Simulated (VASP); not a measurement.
Hf:

```
CELL_PARAMETERS angstrom
3.19670 0.00000 0.00000
-1.59835 2.76842 0.00000
0.00000 0.00000 5.05780
ATOMIC_POSITIONS crystal
Hf 0.33333 0.66667 0.25000
Hf 0.66667 0.33333 0.75000
```

| Item | Value |
| --- | --- |
| Program | VASP 6.6.1 |
| Task | relaxation of cell and atoms |
| Functional | PBEsol |
| Potentials or basis | VASP PAW PBE potentials, release 64 (Hf_pv) |
| Cutoff | 500 eV |
| k mesh | 12 × 12 × 8 |
| Occupations | fermi-dirac, width 0.08 eV |
| Spin | no spin polarisation |

At the start: pressure -4.1 GPa; volume 22.38 Å³/atom.

How do energy, volume and symmetry change on relaxing?

Over 8 steps the energy falls by 11.1 meV/atom and the volume is 21.54 Å³/atom (-3.7 %); space group P6_3/mmc (No. 194, to 0.1 Å) before and after.

Step by step:
| step | energy change (eV) | largest force (eV/Å) | pressure (GPa) | volume (Å³) |
| --- | --- | --- | --- | --- |
| 1 | 0.0000 | 0.0000 | -4.11 | 44.76 |
| 2 | 0.0114 | 0.0000 | 5.73 | 41.14 |
| 3 | -0.0221 | 0.0000 | -0.04 | 43.10 |
| 4 | -0.0221 | 0.0000 | 0.05 | 43.07 |
| 5 | -0.0221 | 0.0000 | -0.05 | 43.10 |
| 6 | -0.0221 | 0.0000 | -0.05 | 43.10 |
| 7 | -0.0221 | 0.0000 | 0.02 | 43.08 |
| 8 | -0.0221 | 0.0000 | 0.00 | 43.08 |

Final structure:
```yaml
crystal:
  lattice:
    - [3.15493, 0.00000, 0.00000]
    - [-1.57746, 2.73225, 0.00000]
    - [0.00000, 0.00000, 4.99800]
  atoms:
    - { symbol: Hf, position: [0.33333, 0.66667, 0.25000] }
    - { symbol: Hf, position: [0.66667, 0.33333, 0.75000] }
```

Caveat: the PAW data sets were made with another functional, which shifts forces and pressure a little.
